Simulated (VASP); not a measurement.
Write the native input for VASP 6.6.1 that does the following.

```yaml
Task: single point
Functional: r2SCAN
Potentials_or_basis: VASP PAW PBE potentials, release 64 (Zn)
Cutoff: 520 eV
k_mesh: 6 × 6 × 4
Occupations: gaussian, width 0.1 eV
Spin: no spin polarisation
Dipole_correction: no
Further_INCAR_settings: ALGO = Normal; EDIFF = 1e-06; NBANDS = 25
```

Zn:

```xyz
3
Lattice="4.0351 0.0000 0.0000 -2.0175 3.4945 0.0000 0.0000 0.0000 3.3640" Properties=species:S:1:pos:R:3 pbc="T T T"
Zn    1.3448    0.0000    1.1213
Zn   -0.6724    1.1647    2.2427
Zn    1.3451    2.3298    0.0000
```

These files were run (other wordings do the same):

POSCAR

```
Zn
1.0
    4.0350583441      0.0000000000      0.0000000000
   -2.0175291721      3.4944630317      0.0000000000
    0.0000000000      0.0000000000      3.3640099780
Zn
3
Direct
    0.3332866659      0.0000000000      0.3333333333
    0.0000000000      0.3332866659      0.6666666667
    0.6667133341      0.6667133341      0.0000000000
```

INCAR.step1

```
ALGO = Normal ; EDIFF = 1E-4
ENCUT = 520 ; GGA = PE
ISMEAR = 0 ; LASPH = True
LCHARG = False ; LREAL = False
LWAVE = True ; NBANDS = 25
NELM = 60 ; PREC = Accurate
SIGMA = 0.1
```

INCAR.step2

```
ALGO = Normal ; EDIFF = 1E-6
ENCUT = 520 ; ISIF = 2
ISMEAR = 0 ; ISTART = 1
LASPH = True ; LCHARG = False
LMIXTAU = True ; LREAL = False
LWAVE = False ; METAGGA = R2SCAN
NBANDS = 25 ; NELM = 60
PREC = Accurate ; SIGMA = 0.1
```

KPOINTS

```
k-points
0
Gamma
  6 6 4
```

Potentials or basis: VASP PAW PBE potentials, release 64 (Zn).

Run with:

```bash
$ cat potpaw_PBE.64/Zn/POTCAR > POTCAR
$ cp INCAR.step1 INCAR
$ mpirun -np 1 vasp_std > vasp.out
$ cp INCAR.step2 INCAR
$ mpirun -np 1 vasp_std > vasp.out
```

Results of the run:

| Item | Value |
| --- | --- |
| Pressure | 0.2 GPa |
| Band gap on the k mesh | zero (band 18 reaches 6.98 eV, above the bottom of band 19 at 0.22 eV) |

Caveat: the k points lie up to 0.47 Å⁻¹ apart; the PAW data sets were made with another functional, which shifts forces and pressure a little.

Run time: 2 min on 1 thread of Intel(R) Xeon(R) Platinum 8488C (Sapphire Rapids), on a shared host, peak memory 0.17 GiB.
